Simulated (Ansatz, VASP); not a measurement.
# One calculation of WSe2, two programs

```
W Se
1.0
     3.28200    0.00000    0.00000
    -1.64100    2.84230    0.00000
     0.00000    0.00000   12.96000
W Se
2 4
Direct
  0.33333 0.66667 0.25000
  0.66667 0.33333 0.75000
  0.33333 0.66667 0.62110
  0.66667 0.33333 0.12110
  0.33333 0.66667 0.87890
  0.66667 0.33333 0.37890
```

Alike in both runs: task single point; functional r2SCAN; k mesh 7 × 7 × 2; occupations fermi-dirac, width 0.03 eV; collinear spin.

|  | VASP | Ansatz |
| --- | --- | --- |
| version | VASP 6.6.1 | Ansatz 0.2.0 |
| potentials or method | VASP PAW PBE potentials, release 64 (W_sv, Se), cutoff 520 eV | PAW, plane waves, scalar-relativistic |
| valence electrons in the cell | 52 | 92 |

|  | VASP | Ansatz | Ansatz less VASP |
| --- | --- | --- | --- |
| gap on the k mesh at the Fermi level (eV) | 1.23 | 1.24 | +0.004 |
| pressure (GPa) | 3.0 | 2.6 | -0.35 |
| traceless stress, the component that is largest in VASP (GPa) | -0.55 | -0.59 | -0.042 |
| rms of the force components (eV/Å) | 0.007 | 0.029 | +0.0220 |

VASP's potentials were made for PBE, not for r2SCAN. Atom by atom the forces differ by 0.022 eV/Å (rms over components). VASP's potentials hold 52 valence electrons a cell and Ansatz's 92, so a difference there can come from the potentials and not from the codes. Ansatz's warnings: no starting moments.

Spin-orbit coupling is off throughout.
